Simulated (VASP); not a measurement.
## CdH2O2: single point with PBEsol+D3(BJ)

The system is CdH2O2.

```xyz
5
Lattice="3.4519 0.0000 0.0000 -1.7259 2.9894 0.0000 0.0000 0.0000 4.5589" Properties=species:S:1:pos:R:3 pbc="T T T"
Cd    0.0000    0.0000    0.0000
H     1.7259    0.9965    2.5118
H     0.0000    1.9929    2.0471
O     1.7259    0.9965    3.4619
O     0.0000    1.9929    1.0970
```

```
Program             : VASP 6.6.1
Task                : single point
Functional          : PBEsol
Dispersion          : D3(BJ)
Potentials or basis : VASP PAW PBE potentials, release 64 (Cd, H, O)
Cutoff              : 520 eV
k mesh              : 6 × 6 × 4
Occupations         : gaussian, width 0.01 eV
Spin                : no spin polarisation
```

- Pressure: 5.6 GPa
- Largest force: 1.553 eV/Å
- Band gap on the k mesh: 1.75 eV (least direct gap 2.10 eV)
- Dispersion energy per atom: -0.106 eV

Forces in eV/Å, atoms in the order of the input:
```
Cd   0.000  0.000  0.000
H    0.000  0.000 -1.553
H    0.000  0.000  1.553
O    0.000  0.000  1.243
O    0.000  0.000 -1.243
```

Stress tensor (GPa, compression positive):
```
 3.00  0.00  0.00
 0.00  3.00  0.00
 0.00  0.00 10.79
```

Levels at points of the mesh, in eV from the valence-band top:
```csv
k point,band 10,band 11,band 12,band 13,band 14,band 15,band 16,band 17
"(0.00, 0.00, 0.00)",-1.22,-1.22,-0.36,-0.36,1.75,6.09,10.39,13.11
"(0.50, 0.00, 0.00)",-2.91,-2.75,-2.47,0.00,6.55,6.80,8.94,10.54
"(0.00, 0.00, 0.50)",-1.49,-1.49,-0.05,-0.05,4.29,4.61,11.26,11.52
"(0.50, 0.00, 0.50)",-2.66,-2.08,-1.98,-0.52,6.24,7.01,9.32,9.53
```

Wall time 46 s on 1 thread of AMD EPYC 7R13, on a shared host, peak memory 0.17 GiB.

Caveat: the cell stands under pressure; the PAW data sets were made with another functional, which shifts forces and pressure a little. A k mesh can miss the band edges.
